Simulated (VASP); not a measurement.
Wanted: the native input for a VASP 6.6.1 run.

```yaml
Task: single point
Functional: PBE
Potentials_or_basis: VASP PAW PBE potentials, release 64 (Cu, H, Mo_sv)
Cutoff: 520 eV
k_mesh: 12 × 12 × 10
Occupations: gaussian, width 0.1 eV
Spin: no spin polarisation
Dipole_correction: no
Further_INCAR_settings: ALGO = Normal; EDIFF = 1e-07; NBANDS = 26
```

The structure of CuMoH6 lies in POSCAR:

```
CuMoH6
1.0
    4.2429397363      0.0000000000      0.0000000000
   -2.1214698681      3.6744935984      0.0000000000
    0.0000000000      0.0000000000      4.3200919094
Cu H Mo
1 6 1
Direct
    0.0000000000      0.0000000000      0.0000000000
    0.5597371819      0.4402628181      0.5000000000
    0.5597371819      0.1194743639      0.5000000000
    0.8805256361      0.4402628181      0.5000000000
    0.3333333333      0.6666666667      0.0972099303
    0.3333333333      0.6666666667      0.9027900697
    0.0000000000      0.0000000000      0.5000000000
    0.3333333333      0.6666666667      0.5000000000
```

The input as run:

INCAR

```
SYSTEM = CuMoH6
PREC = Accurate
ENCUT = 520
EDIFF = 1E-7
ISMEAR = 0
SIGMA = 0.1
LREAL = .FALSE.
LASPH = .TRUE.
NELM = 60
ALGO = Normal
ISIF = 2
LWAVE = .FALSE.
LCHARG = .TRUE.
GGA = PE
LELF = .TRUE.
LVHAR = .TRUE.
NBANDS = 26
```

KPOINTS

```
Automatic mesh
0
G
  12 12 10
  0 0 0
```

Potentials or basis: VASP PAW PBE potentials, release 64 (Cu, H, Mo_sv).

The run is started by

```sh
$ cat potpaw_PBE.64/Cu/POTCAR potpaw_PBE.64/H/POTCAR potpaw_PBE.64/Mo_sv/POTCAR > POTCAR
$ mpirun -np 1 vasp_std > vasp.out
```

Results of the run:

```json
{
  "Pressure": "0.0 GPa",
  "Largest force": "0.006 eV/Å"
}
```

Wall time 3.5 min on 1 thread of Intel(R) Xeon(R) Platinum 8259CL CPU @ 2.50GHz (Skylake/Cascade Lake), on a shared host, peak memory 0.32 GiB.
